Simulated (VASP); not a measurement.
# GaSb (F-43m) in VASP: single point with PBE

Aim: the single point of GaSb with PBE.

All numbers are computed with VASP 6.6.1; they aren't measurements. Logs are shortened: lines on timing, memory, paths and dates and some standing lists are left out, and cuts for length are marked.

## (1) The cell of the first run

The structure is cubic, space group F-43m (No. 216). Conventional cell: a = 6.118 Å, b = 6.118 Å, c = 6.118 Å, α = 90.00°, β = 90.00°, γ = 90.00°. Ga (site symmetry -43m) has 4 Sb at 2.65 Å within 3.5 Å. Sb (site symmetry -43m) has 4 Ga at 2.65 Å within 3.5 Å.

## (2) Single point, PBE

The input, INCAR:

```
SYSTEM = GaSb
PREC = Accurate
ENCUT = 500
EDIFF = 1E-6
ISMEAR = 0
SIGMA = 0.01
LREAL = .False.
LASPH = .True.
NELM = 120
ALGO = Normal
ISIF = 2
LWAVE = .False.
LCHARG = .False.
GGA = PE
NBANDS = 16
GGA_COMPAT = .False.
```

The input, KPOINTS:

```
regular mesh
0
Gamma
  2 2 2
  0 0 0
```

The input, POSCAR:

```
GaSb
1.0
    0.0000000000      3.0590000000      3.0590000000
    3.0590000000      0.0000000000      3.0590000000
    3.0590000000      3.0590000000      0.0000000000
Ga Sb
1 1
Direct
    0.0000000000      0.0000000000      0.0000000000
    0.2500000000      0.2500000000      0.2500000000
```

Potentials or basis: VASP PAW PBE potentials, release 64 (Ga_d, Sb).

Launch:

```sh
cat potpaw_PBE.64/Ga_d/POTCAR potpaw_PBE.64/Sb/POTCAR > POTCAR
mpirun -np 1 vasp_std > vasp.out
```

OUTCAR:

```text
SYSTEM = GaSb
   PREC = Accurate
   ENCUT = 500
   EDIFF = 1E-6
   ISMEAR = 0
   LREAL = .False.
   LASPH = .True.
   NELM = 120
   ISIF = 2
   GGA = PE

 ion  position               nearest neighbor table
   1  0.000  0.000  0.000-   2 2.65   2 2.65   2 2.65   2 2.65
   2  0.250  0.250  0.250-   1 2.65   1 2.65   1 2.65   1 2.65

  LATTYP: Found a face centered cubic cell.
 ALAT       =     6.1180000000

  Lattice vectors:

 A1 = (   0.0000000000,   3.0590000000,   3.0590000000)
 A2 = (   3.0590000000,   0.0000000000,   3.0590000000)
 A3 = (   3.0590000000,   3.0590000000,   0.0000000000)

Analysis of symmetry for initial positions (statically):
=====================================================================
 Subroutine PRICEL returns:
 Original cell was already a primitive cell.

 Routine SETGRP: Setting up the symmetry group for a
 face centered cubic supercell.

 Subroutine GETGRP returns: Found 24 space group operations
 (whereof 24 operations were pure point group operations)
 out of a pool of 48 trial point group operations.

The static configuration has the point symmetry T_d .

Analysis of symmetry for dynamics (positions and initial velocities):
=====================================================================
 Subroutine PRICEL returns:
 Original cell was already a primitive cell.

 Routine SETGRP: Setting up the symmetry group for a
 face centered cubic supercell.

 Subroutine GETGRP returns: Found 24 space group operations
 (whereof 24 operations were pure point group operations)
 out of a pool of 48 trial point group operations.

The dynamic configuration has the point symmetry T_d .

 Subroutine INISYM returns: Found 24 space group operations
 (whereof 24 operations are pure point group operations),
 and found     1 'primitive' translations

----------------------------------------------------------------------------------------

                                     Primitive cell

  volume of cell :      57.2491

  direct lattice vectors                    reciprocal lattice vectors
     0.000000000  3.059000000  3.059000000    -0.163452109  0.163452109  0.163452109
     3.059000000  0.000000000  3.059000000     0.163452109 -0.163452109  0.163452109
     3.059000000  3.059000000  0.000000000     0.163452109  0.163452109 -0.163452109

  length of vectors
     4.326079287  4.326079287  4.326079287     0.283107357  0.283107357  0.283107357

  position of ions in fractional coordinates (direct lattice)
     0.000000000  0.000000000  0.000000000
     0.250000000  0.250000000  0.250000000

  ion indices of the primitive-cell ions
   primitive index   ion index
                 1           1
                 2           2

----------------------------------------------------------------------------------------

 KPOINTS: regular mesh

Automatic generation of k-mesh.
 Grid dimensions read from file:
 generate k-points for:    2    2    2

 Generating k-lattice:

  Cartesian coordinates                     Fractional coordinates (reciprocal lattice)
    -0.081726054  0.081726054  0.081726054     0.500000000  0.000000000  0.000000000
     0.081726054 -0.081726054  0.081726054     0.000000000  0.500000000  0.000000000
     0.081726054  0.081726054 -0.081726054     0.000000000  0.000000000  0.500000000

  Length of vectors
     0.141553678  0.141553678  0.141553678

  Shift w.r.t. Gamma in fractional coordinates (k-lattice)
     0.000000000  0.000000000  0.000000000

 Subroutine IBZKPT returns following result:
 ===========================================

 Found      3 irreducible k-points:

 Following reciprocal coordinates:
            Coordinates               Weight
  0.000000  0.000000  0.000000      1.000000
  0.500000  0.000000  0.000000      4.000000
  0.500000  0.500000  0.000000      3.000000
   k-points           NKPTS =      3   k-points in BZ     NKDIM =      3   number of bands    NBANDS=     16
   number of dos      NEDOS =    301   number of ions     NIONS =      2
   total plane-waves  NPLWV =  32768
   dimension x,y,z NGX =    32 NGY =   32 NGZ =   32
   dimension x,y,z NGXF=    64 NGYF=   64 NGZF=   64
   ions per type =               1   1
   NGX,Y,Z   is equivalent  to a cutoff of  12.30, 12.30, 12.30 a.u.
   NGXF,Y,Z  is equivalent  to a cutoff of  24.59, 24.59, 24.59 a.u.
 SYSTEM =  GaSb
   PREC   = accura    normal or accurate (medium, high low for compatibility)
   ISTART =      0    job   : 0-new  1-cont  2-samecut
   ICHARG =      2    charge: 1-file 2-atom 10-const
   ISPIN  =      1    spin polarized calculation?
   LNONCOLLINEAR =      F non collinear calculations
   LSORBIT =      F    spin-orbit coupling
   LASPH  =      T    aspherical Exc in radial PAW
   ENCUT  =  500.0 eV  36.75 Ry    6.06 a.u.   7.89  7.89  7.89*2*pi/ulx,y,z
   NELM   =    120;   NELMIN=  2; NELMDL= -5     # of ELM steps
   EDIFF  = 0.1E-05   stopping-criterion for ELM
   LREAL  =      F    real-space projection
   EDIFFG = 0.1E-04   stopping-criterion for IOM
   NSW    =      0    number of steps for IOM
   IBRION =     -1    ionic relax: 0-MD 1-quasi-New 2-CG
   NFREE  =      0    steps in history (QN), initial steepest desc. (CG)
   ISIF   =      2    stress and relaxation
   ISYM   =      2    0-nonsym 1-usesym 2-fastsym
   POTIM  = 0.5000    time-step for ionic-motion
   TEBEG  =    0.0;   TEEND  =   0.0 temperature during run
   PSTRESS=    0.0 pullay stress
   NELECT =      18.0000    total number of electrons
   NUPDOWN=      -1.0000    fix difference up-down
   EMIN   =  10.00;   EMAX   =-10.00  energy-range for DOS
   EFERMI =   0.00;   METHOD = LEGACY
   ISMEAR =     0;   SIGMA  =   0.01  broadening in eV -4-tet -1-fermi 0-gaus
   EFERMI_NEDOS =   21; number of points for ismear=-14 and -15
   IALGO  =     38    algorithm
   IMIX   =      4    mixing-type and parameters
     AMIX     =   0.40;   BMIX     =  1.00
     AMIX_MAG =   1.60;   BMIX_MAG =  1.00
  volume/ion in A,a.u.               =      28.62       193.17
  Fermi-wavevector in a.u.,A,eV,Ry     =   1.113208  2.103657 16.860766  1.239231
  Thomas-Fermi vector in A             =   2.249790
   LORBIT       =      0    0 simple, 1 ext, 2 COOP (PROOUT), +10 PAW based schemes
   GGA     = PE    functional components
   LHFCALC =     F    Hartree Fock is set to
   AEXX    =    0.0000 exact exchange contribution
   IVDW    =     0    specifies the selected vdW correction
   LEPSILON=     F    determine dielectric tensor
   LRPA    =     F    only Hartree local field effects (RPA)
 non-spin polarized calculation
 Gauss-broadening in eV      SIGMA  =   0.01
  energy-cutoff  :      500.00
  volume of cell :       57.25
 maximum number of plane-waves:      1459
 NGX is ok and might be reduce to    32
   NGX = 15   NGY = 15   NGZ = 15

 number of electron      17.9999986 magnetization

 Free energy of the ion-electron system (eV)
  ---------------------------------------------------
  ext. energy  EPLUGINS =         0.00000000
  ---------------------------------------------------
  free energy    TOTEN  =        -4.95416406 eV

  energy without entropy =       -4.95239859  energy(sigma->0) =       -4.95328132

 E-fermi :   5.1410     XC(G=0):  -8.8845

 val. band max:        5.1329233396   @ k =   0.0000   0.0000   0.0000
 cond. band min:       5.1432705771   @ k =   0.0000   0.0000   0.0000
 fundamental gap:      0.0103472375
 Fermi energy:         5.1410421872

 k-point     1 :       0.0000    0.0000    0.0000
  band No.  band energies     occupation
      1     -10.0711      2.00000
      2     -10.0711      2.00000
      3     -10.0711      2.00000
      4     -10.0271      2.00000
      5     -10.0271      2.00000
      6      -6.3489      2.00000
[... 8 lines left out ...]
     15      13.6068      0.00000
     16      13.6068      0.00000

 k-point     2 :       0.5000    0.0000    0.0000
  band No.  band energies     occupation
      1     -10.0958      2.00000
      2     -10.0609      2.00000
      3     -10.0609      2.00000
      4     -10.0264      2.00000
      5     -10.0264      2.00000
      6      -4.6952      2.00000
[... 8 lines left out ...]
     15      14.9531      0.00000
     16      14.9531      0.00000

 k-point     3 :       0.5000    0.5000    0.0000
  band No.  band energies     occupation
      1     -10.1125      2.00000
      2     -10.0468      2.00000
      3     -10.0468      2.00000
      4     -10.0389      2.00000
      5     -10.0230      2.00000
      6      -3.8237      2.00000
[... 8 lines left out ...]
     15      15.9049      0.00000
     16      16.4324      0.00000

------------------------ aborting loop because EDIFF is reached ----------------------------------------

  FORCE on cell =-STRESS in cart. coord.  units (eV):
  Direction    XX          YY          ZZ          XY          YZ          ZX
  --------------------------------------------------------------------------------------
  -------------------------------------------------------------------------------------
  Total        3.1783450      3.1783450      3.1783450      0.0000000      0.0000000      0.0000000
  in kB       88.9494359     88.9494359     88.9494359      0.0000000      0.0000000      0.0000000
  external PRESSURE =      88.9494359 kB  Pullay stress =       0.0000000 kB

 VOLUME and BASIS-vectors are now :
 -----------------------------------------------------------------------------
  energy-cutoff  :      500.00
  volume of cell :       57.25
      direct lattice vectors                 reciprocal lattice vectors
     0.000000000  3.059000000  3.059000000    -0.163452109  0.163452109  0.163452109
     3.059000000  0.000000000  3.059000000     0.163452109 -0.163452109  0.163452109
     3.059000000  3.059000000  0.000000000     0.163452109  0.163452109 -0.163452109

 POSITION                                       TOTAL-FORCE (eV/Angst)
 -----------------------------------------------------------------------------------
      0.00000      0.00000      0.00000        -0.000000     -0.000000     -0.000000
      1.52950      1.52950      1.52950         0.000000      0.000000      0.000000
 -----------------------------------------------------------------------------------
    total drift:                                0.000000      0.000000      0.000000

  FREE ENERGIE OF THE ION-ELECTRON SYSTEM (eV)
  ---------------------------------------------------
  free  energy   TOTEN  =        -4.9541640571 eV

  energy  without entropy=       -4.9523985858  energy(sigma->0) =       -4.95328132
```

Run time: 3.9 s. Hardware: 1 thread of Intel Xeon Platinum 8559C (Emerald Rapids), shared host; peak memory 0.17 GiB.

Results:

```yaml
Free_energy: -4.9542 eV
Pressure: 8.9 GPa
Band_gap_on_the_k_mesh: 0.01 eV, direct
```

Caveat: the k points lie up to 0.89 Å⁻¹ apart; spin-orbit coupling is left out, which moves the levels of the heavy elements.
